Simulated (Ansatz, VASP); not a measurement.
## SnO2: VASP beside Ansatz

```
CELL_PARAMETERS angstrom
-2.17115 2.17115 4.93286
2.17115 -2.17115 4.93286
2.17115 2.17115 -4.93286
ATOMIC_POSITIONS crystal
Sn 0.75000 0.25000 0.50000
Sn 0.00000 0.00000 0.00000
O 0.79590 0.79590 0.00000
O 0.95410 0.45410 0.50000
O 0.20410 0.20410 0.00000
O 0.54590 0.04590 0.50000
```

Alike in both runs: functional LDA; k mesh 10 × 10 × 10; occupations gaussian, width 0.05 eV; no spin polarisation.

Ansatz relaxed the structure, and its values are those at the end. VASP's run is a single point on that final structure, the one shown.

|  | VASP | Ansatz |
| --- | --- | --- |
| version | VASP 6.6.1 | Ansatz 0.2.0 |
| potentials or method | VASP PAW LDA potentials, release 64 (Sn_d, O), cutoff 520 eV | scalar-relativistic, plane waves, PAW |
| valence electrons in the cell | 52 | 52 |

Ansatz gave:

- gap on the k mesh at the Fermi level (eV): 1.04
- least direct gap on the mesh (eV): 1.35
- pressure (GPa): -14.9
- rms of the force components (eV/Å): 0.000

Question: Estimate VASP's values.

Answer: gap on the k mesh at the Fermi level (eV): 1.04; least direct gap on the mesh (eV): 1.36; pressure (GPa): -14.2; rms of the force components (eV/Å): 0.044.

Ansatz warns that its potentials were made for another functional, while VASP's fit it. LDA's correlation is that of Perdew and Zunger in VASP and of Perdew and Wang (1992) in Ansatz. Ansatz's warnings: stress scf threshold loose.
